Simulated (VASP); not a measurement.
# V (Im-3m) in VASP: further runs

V is run at these levels: PBEsol; tasks: single point, relaxation of cell and atoms.

Program: VASP 6.6.1. These are calculated values, not measurements. Logs are shortened: lines on timing, memory, paths and dates and some standing lists are left out, and cuts for length are marked.

## (1) The cell of the first run

The structure is cubic, space group Im-3m (No. 229). The conventional cell has a = 3.026 Å, b = 3.026 Å, c = 3.026 Å, α = 90.00°, β = 90.00°, γ = 90.00°. Within 3.5 Å of V (site symmetry m-3m) lie 14 V at 2.62 to 3.03 Å.

## (2) Single point, PBEsol

File INCAR:

```
PREC = Accurate
ENCUT = 520
EDIFF = 1E-7
ISMEAR = 0
SIGMA = 0.1
LREAL = False
LASPH = True
NELM = 60
ALGO = Normal
ISIF = 2
LWAVE = False
LCHARG = False
GGA = PS
NBANDS = 12
```

File KPOINTS:

```
regular mesh
0
Gamma
  8 8 8
```

File POSCAR:

```
V
1.0
   -1.5129450000      1.5129450000      1.5129450000
    1.5129450000     -1.5129450000      1.5129450000
    1.5129450000      1.5129450000     -1.5129450000
V
1
Direct
    0.0000000000      0.0000000000      0.0000000000
```

Potentials or basis: VASP PAW PBE potentials, release 64 (V_sv).

Command:

```sh
> cat potpaw_PBE.64/V_sv/POTCAR > POTCAR
> mpirun -np 1 vasp_std > vasp.out
```

OUTCAR:

```text
PREC = Accurate
   ENCUT = 520
   EDIFF = 1E-7
   ISMEAR = 0
   LREAL = False
   LASPH = True
   NELM = 60
   ISIF = 2
   GGA = PS

 ion  position               nearest neighbor table
   1  0.000  0.000  0.000-

  LATTYP: Found a body centered cubic cell.
 ALAT       =     3.0258900000

  Lattice vectors:

 A1 = (  -1.5129450000,   1.5129450000,   1.5129450000)
 A2 = (   1.5129450000,  -1.5129450000,   1.5129450000)
 A3 = (   1.5129450000,   1.5129450000,  -1.5129450000)

Analysis of symmetry for initial positions (statically):
=====================================================================
 Subroutine PRICEL returns:
 Original cell was already a primitive cell.

 Routine SETGRP: Setting up the symmetry group for a
 body centered cubic supercell.

 Subroutine GETGRP returns: Found 48 space group operations
 (whereof 48 operations were pure point group operations)
 out of a pool of 48 trial point group operations.

The static configuration has the point symmetry O_h .

Analysis of symmetry for dynamics (positions and initial velocities):
=====================================================================
 Subroutine PRICEL returns:
 Original cell was already a primitive cell.

 Routine SETGRP: Setting up the symmetry group for a
 body centered cubic supercell.

 Subroutine GETGRP returns: Found 48 space group operations
 (whereof 48 operations were pure point group operations)
 out of a pool of 48 trial point group operations.

The dynamic configuration has the point symmetry O_h .

 Subroutine INISYM returns: Found 48 space group operations
 (whereof 48 operations are pure point group operations),
 and found     1 'primitive' translations

----------------------------------------------------------------------------------------

                                     Primitive cell

  volume of cell :      13.8525

  direct lattice vectors                    reciprocal lattice vectors
    -1.512945000  1.512945000  1.512945000     0.000000000  0.330481280  0.330481280
     1.512945000 -1.512945000  1.512945000     0.330481280  0.000000000  0.330481280
     1.512945000  1.512945000 -1.512945000     0.330481280  0.330481280  0.000000000

  length of vectors
     2.620497609  2.620497609  2.620497609     0.467371108  0.467371108  0.467371108

  position of ions in fractional coordinates (direct lattice)
     0.000000000  0.000000000  0.000000000

  ion indices of the primitive-cell ions
   primitive index   ion index
                 1           1

----------------------------------------------------------------------------------------

 KPOINTS: regular mesh

Automatic generation of k-mesh.
 Grid dimensions read from file:
 generate k-points for:    8    8    8

 Generating k-lattice:

  Cartesian coordinates                     Fractional coordinates (reciprocal lattice)
     0.000000000  0.041310160  0.041310160     0.125000000  0.000000000  0.000000000
     0.041310160  0.000000000  0.041310160     0.000000000  0.125000000  0.000000000
     0.041310160  0.041310160  0.000000000     0.000000000  0.000000000  0.125000000

  Length of vectors
     0.058421389  0.058421389  0.058421389

  Shift w.r.t. Gamma in fractional coordinates (k-lattice)
     0.000000000  0.000000000  0.000000000

 Subroutine IBZKPT returns following result:
 ===========================================

 Found     29 irreducible k-points:

 Following reciprocal coordinates:
            Coordinates               Weight
  0.000000  0.000000  0.000000      1.000000
  0.125000  0.000000  0.000000     12.000000
  0.250000  0.000000  0.000000     12.000000
  0.375000  0.000000  0.000000     12.000000
  0.500000  0.000000  0.000000      6.000000
  0.125000  0.125000  0.000000     24.000000
[... 16 lines left out ...]
 -0.250000  0.250000  0.250000      6.000000
 -0.375000  0.375000  0.250000     24.000000
 [... further k-points ...]
   k-points           NKPTS =     29   k-points in BZ     NKDIM =     29   number of bands    NBANDS=     12
   number of dos      NEDOS =    301   number of ions     NIONS =      1
   total plane-waves  NPLWV =   8000
   dimension x,y,z NGX =    20 NGY =   20 NGZ =   20
   dimension x,y,z NGXF=    40 NGYF=   40 NGZF=   40
   ions per type =               1
   NGX,Y,Z   is equivalent  to a cutoff of  12.69, 12.69, 12.69 a.u.
   NGXF,Y,Z  is equivalent  to a cutoff of  25.38, 25.38, 25.38 a.u.
 SYSTEM =  unknown system
   PREC   = accura    normal or accurate (medium, high low for compatibility)
   ISTART =      0    job   : 0-new  1-cont  2-samecut
   ICHARG =      2    charge: 1-file 2-atom 10-const
   ISPIN  =      1    spin polarized calculation?
   LNONCOLLINEAR =      F non collinear calculations
   LSORBIT =      F    spin-orbit coupling
   LASPH  =      T    aspherical Exc in radial PAW
   ENCUT  =  520.0 eV  38.22 Ry    6.18 a.u.   4.87  4.87  4.87*2*pi/ulx,y,z
   NELM   =     60;   NELMIN=  2; NELMDL= -5     # of ELM steps
   EDIFF  = 0.1E-06   stopping-criterion for ELM
   LREAL  =      F    real-space projection
   EDIFFG = 0.1E-05   stopping-criterion for IOM
   NSW    =      0    number of steps for IOM
   IBRION =     -1    ionic relax: 0-MD 1-quasi-New 2-CG
   NFREE  =      0    steps in history (QN), initial steepest desc. (CG)
   ISIF   =      2    stress and relaxation
   ISYM   =      2    0-nonsym 1-usesym 2-fastsym
   POTIM  = 0.5000    time-step for ionic-motion
   TEBEG  =    0.0;   TEEND  =   0.0 temperature during run
   PSTRESS=    0.0 pullay stress
   NELECT =      13.0000    total number of electrons
   NUPDOWN=      -1.0000    fix difference up-down
   EMIN   =  10.00;   EMAX   =-10.00  energy-range for DOS
   EFERMI =   0.00;   METHOD = LEGACY
   ISMEAR =     0;   SIGMA  =   0.10  broadening in eV -4-tet -1-fermi 0-gaus
   EFERMI_NEDOS =   21; number of points for ismear=-14 and -15
   IALGO  =     38    algorithm
   IMIX   =      4    mixing-type and parameters
     AMIX     =   0.40;   BMIX     =  1.00
     AMIX_MAG =   1.60;   BMIX_MAG =  1.00
  volume/ion in A,a.u.               =      13.85        93.48
  Fermi-wavevector in a.u.,A,eV,Ry     =   1.602801  3.028854 34.952953  2.568970
  Thomas-Fermi vector in A             =   2.699564
   LORBIT       =      0    0 simple, 1 ext, 2 COOP (PROOUT), +10 PAW based schemes
   GGA     = PS    functional components
   LHFCALC =     F    Hartree Fock is set to
   AEXX    =    0.0000 exact exchange contribution
   IVDW    =     0    specifies the selected vdW correction
   LEPSILON=     F    determine dielectric tensor
   LRPA    =     F    only Hartree local field effects (RPA)
 non-spin polarized calculation
 Gauss-broadening in eV      SIGMA  =   0.10
  energy-cutoff  :      520.00
  volume of cell :       13.85
 maximum number of plane-waves:       384
   NGX =  9   NGY =  9   NGZ =  9

 number of electron      12.9999996 magnetization

 Free energy of the ion-electron system (eV)
  ---------------------------------------------------
  ext. energy  EPLUGINS =         0.00000000
  ---------------------------------------------------
  free energy    TOTEN  =        -9.61615649 eV

  energy without entropy =       -9.60548524  energy(sigma->0) =       -9.61082086

 E-fermi :   9.2460     XC(G=0): -12.8991

 val. band max:        9.2401848779   @ k =   0.5000   0.5000   0.1250
 cond. band min:       9.2681722833   @ k =  -0.2500   0.2500   0.1250
 fundamental gap:      0.0279874053
 Fermi energy:         9.2460146534

 k-point     1 :       0.0000    0.0000    0.0000
  band No.  band energies     occupation
      1     -54.2444      2.00000
      2     -27.6911      2.00000
      3     -27.6911      2.00000
      4     -27.6911      2.00000
      5       2.6834      2.00000
      6       9.6568      0.00000
      7       9.6568      0.00000
      8       9.6568      0.00000
      9      11.5928      0.00000
     10      11.5928      0.00000
     11      29.4831      0.00000
     12      29.4831      0.00000

 k-point     2 :       0.1250    0.0000    0.0000
  band No.  band energies     occupation
      1     -54.2183      2.00000
      2     -27.8181      2.00000
      3     -27.7302      2.00000
      4     -27.6919      2.00000
      5       3.2851      2.00000
      6       9.4109      0.01972
      7       9.5752      0.00000
      8      10.0844      0.00000
      9      11.3589      0.00000
     10      11.6126      0.00000
     11      28.3064      0.00000
     12      29.2210      0.00000

 k-point     3 :       0.2500    0.0000    0.0000
  band No.  band energies     occupation
      1     -54.1547      2.00000
      2     -28.1179      2.00000
      3     -27.8236      2.00000
      4     -27.6939      2.00000
      5       4.7965      2.00000
      6       8.8604      2.00000
      7       9.2258      1.22521
      8      11.2244      0.00000
      9      11.2805      0.00000
     10      11.7009      0.00000
     11      25.0078      0.00000
     12      27.5374      0.00000

 k-point     4 :       0.3750    0.0000    0.0000
  band No.  band energies     occupation
      1     -54.0905      2.00000
      2     -28.4088      2.00000
      3     -27.9158      2.00000
      4     -27.6961      2.00000
      5       5.9898      2.00000
      6       8.3603      2.00000
      7       9.6881      0.00000
      8      11.5242      0.00000
      9      11.8526      0.00000
     10      12.5854      0.00000
     11      21.1074      0.00000
     12      25.6436      0.00000

 k-point     5 :       0.5000    0.0000    0.0000
  band No.  band energies     occupation
      1     -54.0637      2.00000
      2     -28.5269      2.00000
      3     -27.9536      2.00000
      4     -27.6970      2.00000
      5       6.1418      2.00000
      6       8.1654      2.00000
      7      10.7695      0.00000
      8      11.5915      0.00000
      9      11.9370      0.00000
     10      13.2504      0.00000
     11      19.0725      0.00000
     12      24.8929      0.00000

 k-point     6 :       0.1250    0.1250    0.0000
  band No.  band energies     occupation
      1     -54.1734      2.00000
      2     -28.0229      2.00000
      3     -27.7768      2.00000
      4     -27.7215      2.00000
      5       4.3697      2.00000
      6       9.1163      1.93349
      7       9.1546      1.80410
      8      10.9604      0.00000
      9      11.1139      0.00000
     10      11.7597      0.00000
     11      26.6255      0.00000
     12      27.5185      0.00000

 k-point     7 :       0.2500    0.1250    0.0000
  band No.  band energies     occupation
      1     -54.1095      2.00000
      2     -28.2847      2.00000
      3     -27.8914      2.00000
      4     -27.7349      2.00000
      5       5.9219      2.00000
      6       8.5543      2.00000
      7       8.8941      2.00000
      8      11.2262      0.00000
      9      11.9198      0.00000
     10      12.4478      0.00000
     11      23.1381      0.00000
     12      25.4233      0.00000

 k-point     8 :       0.3750    0.1250    0.0000
  band No.  band energies     occupation
      1     -54.0638      2.00000
      2     -28.4605      2.00000
      3     -27.9819      2.00000
      4     -27.7392      2.00000
      5       6.4908      2.00000
      6       8.2486      2.00000
      7       9.6001      0.00000
      8      11.5037      0.00000
      9      12.1302      0.00000
     10      13.9152      0.00000
     11      19.6627      0.00000
     12      24.2115      0.00000
[... 166 lines left out ...]
 k-point    20 :      -0.3750    0.5000    0.1250
  band No.  band energies     occupation
      1     -54.0327      2.00000
      2     -28.4000      2.00000
      3     -28.0985      2.00000
      4     -27.8407      2.00000
      5       7.1476      2.00000
      6       8.2227      2.00000
      7       8.9860      1.99976
      8      11.0833      0.00000
      9      12.4996      0.00000
     10      15.0412      0.00000
     11      19.8910      0.00000
     12      22.5862      0.00000

 k-point    21 :      -0.3750   -0.3750    0.1250
  band No.  band energies     occupation
      1     -54.0168      2.00000
      2     -28.2897      2.00000
      3     -28.2897      2.00000
      4     -27.8487      2.00000
      5       7.8591      2.00000
      6       7.8591      2.00000
      7       8.4631      2.00000
      8      11.9329      0.00000
      9      11.9329      0.00000
     10      18.1879      0.00000
     11      18.1879      0.00000
     12      19.9414      0.00000

 k-point    22 :       0.2500    0.2500    0.2500
  band No.  band energies     occupation
      1     -54.0497      2.00000
      2     -28.1049      2.00000
      3     -28.1049      2.00000
      4     -28.1049      2.00000
      5       8.1498      2.00000
      6       8.1498      2.00000
      7       8.1498      2.00000
      8      11.9982      0.00000
      9      11.9982      0.00000
     10      19.3760      0.00000
     11      19.3760      0.00000
     12      19.3760      0.00000

 k-point    23 :      -0.2500    0.2500    0.2500
  band No.  band energies     occupation
      1     -54.0786      2.00000
      2     -28.1345      2.00000
      3     -27.9686      2.00000
      4     -27.9686      2.00000
      5       6.3258      2.00000
      6       8.7159      2.00000
      7      10.0758      0.00000
      8      10.0758      0.00000
      9      11.1653      0.00000
     10      12.7153      0.00000
     11      26.2222      0.00000
     12      26.4370      0.00000

 k-point    24 :      -0.3750    0.3750    0.2500
  band No.  band energies     occupation
      1     -54.0242      2.00000
      2     -28.3079      2.00000
      3     -28.0693      2.00000
      4     -27.9937      2.00000
      5       7.0513      2.00000
      6       7.8198      2.00000
      7      10.0901      0.00000
      8      10.6599      0.00000
      9      12.3211      0.00000
     10      14.0444      0.00000
     11      22.0227      0.00000
     12      24.2363      0.00000

 [... further k-points ...]
[... 5 lines left out ...]
  --------------------------------------------------------------------------------------
  -------------------------------------------------------------------------------------
  Total       -1.0884986     -1.0884986     -1.0884986      0.0000000      0.0000000     -0.0000000
  in kB     -125.8951607   -125.8951607   -125.8951607      0.0000000      0.0000000     -0.0000000
  external PRESSURE =    -125.8951607 kB  Pullay stress =       0.0000000 kB

 VOLUME and BASIS-vectors are now :
 -----------------------------------------------------------------------------
  energy-cutoff  :      520.00
  volume of cell :       13.85
      direct lattice vectors                 reciprocal lattice vectors
    -1.512945000  1.512945000  1.512945000     0.000000000  0.330481280  0.330481280
     1.512945000 -1.512945000  1.512945000     0.330481280  0.000000000  0.330481280
     1.512945000  1.512945000 -1.512945000     0.330481280  0.330481280  0.000000000

 POSITION                                       TOTAL-FORCE (eV/Angst)
 -----------------------------------------------------------------------------------
      0.00000      0.00000      0.00000         0.000000      0.000000      0.000000
 -----------------------------------------------------------------------------------
    total drift:                                0.000000      0.000000      0.000000

  FREE ENERGIE OF THE ION-ELECTRON SYSTEM (eV)
  ---------------------------------------------------
  free  energy   TOTEN  =        -9.6161564909 eV

  energy  without entropy=       -9.6054852373  energy(sigma->0) =       -9.61082086
```

Wall time 4 s (1 thread of Intel Xeon 6975P-C, shared host); peak memory 0.12 GiB.

What came out:

```
Free energy : -9.6162 eV
Pressure    : -12.6 GPa
```

Levels at points of the mesh, in eV from the Fermi level:
| k point | band 2 | band 3 | band 4 | band 5 | band 6 | band 7 | band 8 | band 9 | band 10 | band 11 |
| --- | --- | --- | --- | --- | --- | --- | --- | --- | --- | --- |
| (0.00, 0.00, 0.00) | -36.94 | -36.94 | -36.94 | -6.56 | 0.41 | 0.41 | 0.41 | 2.35 | 2.35 | 20.24 |
| (0.50, 0.00, 0.00) | -37.77 | -37.20 | -36.94 | -3.10 | -1.08 | 1.52 | 2.35 | 2.69 | 4.00 | 9.83 |
| (0.50, 0.50, 0.50) | -37.51 | -37.51 | -37.51 | -2.89 | -2.89 | 3.62 | 3.62 | 3.62 | 9.89 | 9.89 |

Caveat: the k points lie up to 0.37 Å⁻¹ apart; the PAW data sets were made with another functional, which shifts forces and pressure a little.

(Continued in part 2 of 2.)
